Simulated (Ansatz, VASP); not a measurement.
**HfSi: VASP beside Ansatz**

```xyz
2
Lattice="0.0000 2.2059 2.2059 2.2059 0.0000 2.2059 2.2059 2.2059 0.0000" Properties=species:S:1:pos:R:3 pbc="T T T"
Hf    0.0000    0.0000    0.0000
Si    2.2059    2.2059    2.2059
```

Change from the starting cell: volume scaled by 0.578, to set the pressure.

Alike in both runs: task single point; functional PBEsol; k mesh 15 × 15 × 15; occupations fermi-dirac, width 0.1 eV; no spin polarisation.

|  | VASP | Ansatz |
| --- | --- | --- |
| version | VASP 6.6.1 | Ansatz 0.2.0 |
| potentials or method | VASP PAW PBE potentials, release 64 (Hf_pv, Si) | PAW with Ansatz's default frozen-core files, scalar-relativistic |
| plane-wave cutoff (eV) | 500 | 420 |
| valence electrons in the cell | 14 | 30 |

|  | VASP | Ansatz | Ansatz less VASP |
| --- | --- | --- | --- |
| pressure (GPa) | 192.7 | 186.1 | -6.62 |

VASP's potentials were made for PBE, not for PBEsol. Both programs put the cell under a high pressure, so it lies far from rest at this level. VASP's potentials hold 14 valence electrons a cell and Ansatz's 30, so a difference there can come from the potentials and not from the codes.

Spin-orbit coupling is off throughout. Noted on VASP's run: the cell as given lies far from equilibrium.
